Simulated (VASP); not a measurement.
Runs of VASP 6.6.1 on W2S. The structure is that of space group P6/mmm (No. 191), or close to it. The cells are those of the table. 

| task | cell | k mesh | cutoff (eV) | gap on the mesh (eV) | pressure (GPa) | relaxed volume (Å³/atom) |
| --- | --- | --- | --- | --- | --- | --- |
| relaxation of cell and atoms | relaxed from a = 4.459, b = 4.459, c = 2.911 Å, angles 90.0, 90.0, 120.0°, 3 atoms | 6 × 6 × 6 | 600 | none | 0.0 | (a) |
| single point | a = 4.498, b = 4.498, c = 2.845 Å, angles 90.0, 90.0, 120.0°, 3 atoms | 12 × 12 × 16 | 520 | none | 0.3 | - |
| single point | a = 4.489, b = 4.489, c = 2.854 Å, angles 90.0, 90.0, 120.0°, 3 atoms | 6 × 6 × 6 | 520 | none | 0.4 | - |
| single point | a = 4.459, b = 4.459, c = 2.911 Å, angles 90.0, 90.0, 120.0°, 3 atoms | 6 × 6 × 4 | 520 | none | 0.4 | - |
| relaxation of cell and atoms | relaxed from a = 3.761, b = 3.761, c = 4.061 Å, angles 90.0, 90.0, 120.0°, 3 atoms | 6 × 6 × 4 | 600 | none | -0.1 | 16.75 |

Alike in all rows: level PBE; potentials or basis VASP PAW PBE potentials, release 64 (W_sv, S); no spin polarisation; smearing gaussian 0.1 eV.

Q: Fill in the values left out.

A: (a) 16.65.

Caveats: some runs use coarse meshes; spin-orbit coupling is left out, which moves the levels of the heavy elements.

A k mesh can miss the band edges, and the runs leave out spin-orbit coupling on W.

A gap of «none» marks levels without a gap at the run's occupations.
